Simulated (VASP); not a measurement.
Here is a VASP 6.6.1 calculation.

The input INCAR:

```
SYSTEM = AlO5
ALGO = Normal
EDIFF = 1E-6
ENCUT = 600
GGA = PE
GGA_COMPAT = .FALSE.
ISIF = 2
ISMEAR = 0
LASPH = .TRUE.
LCHARG = .FALSE.
LREAL = .FALSE.
LWAVE = .FALSE.
NBANDS = 26
NELM = 120
PREC = Accurate
SIGMA = 0.2
```

KPOINTS

```
k-points
0
G
  5 5 4
  0 0 0
```

Contents of POSCAR:

```
AlO5
1.0
    3.9361053155     -0.0000000028      0.0000000000
   -1.9680526553      3.4087671966      0.0000000000
    0.0000000000      0.0000000000      3.6877145472
Al O
1 5
Direct
    0.0000000000      0.0000000000      0.0000000000
    0.3333333333      0.6666666667      0.5000000000
    0.6666666667      0.3333333333      0.5000000000
    0.3333333333      0.6666666667      0.0000000000
    0.6666666667      0.3333333333      0.0000000000
    0.0000000000      0.0000000000      0.5000000000
```

Potentials or basis: VASP PAW PBE potentials, release 64 (Al, O).

Command:

```sh
$ cat potpaw_PBE.64/Al/POTCAR potpaw_PBE.64/O/POTCAR > POTCAR
$ mpirun -np 1 vasp_std > vasp.out
```

Q: Predict the band gap on the k mesh.

A: Zero (an odd number of electrons rules out a gap without spin polarisation).

Q: Estimate the pressure.

A: -0.3 GPa.

Stress tensor (GPa, compression positive):
```
-0.34  0.00  0.00
 0.00 -0.34  0.00
 0.00  0.00 -0.13
```

Caveat: the k points lie up to 0.43 Å⁻¹ apart, too coarse for converged energies and pressures of a metal; an odd number of electrons without spin polarisation forces a metal; a magnetic or distorted state may lie lower.
